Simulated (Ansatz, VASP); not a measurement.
**Two plane-wave programs on Pb**

```
Pb
1.0
     3.75587    0.00000    0.00000
    -1.87794    3.25268    0.00000
     0.00000    0.00000    5.43619
Pb
2
Direct
  0.33333 0.66667 0.00000
  0.66667 0.33333 0.00000
```

Alike in both runs: task relaxation of cell and atoms; functional PBE; dispersion D3(BJ); k mesh 6 × 6 × 4; occupations gaussian, width 0.1 eV; no spin polarisation.

|  | VASP | Ansatz |
| --- | --- | --- |
| version | VASP 6.6.1 | Ansatz 0.2.0 |
| potentials or method | VASP PAW PBE potentials, release 64 (Pb_d), cutoff 600 eV | scalar-relativistic, plane waves, PAW |
| valence electrons in the cell | 28 | 28 |

|  | VASP | Ansatz | Ansatz less VASP |
| --- | --- | --- | --- |
| gap on the k mesh at the Fermi level, each at its own relaxed structure (eV) | none | none | - |
| relaxed volume (Å³/atom) | 39.84 | 39.95 | +0.109 |
| relaxed length of the cell vector where the two differ most in proportion (Å) | 3.007 | 2.994 | -0.0130 |

A gap of «none» marks a metal or a gap that the smearing closes.

Spin-orbit coupling is off throughout. Noted on VASP's run: the volume moved by over 15 % at a fixed basis, so the end points are rough.
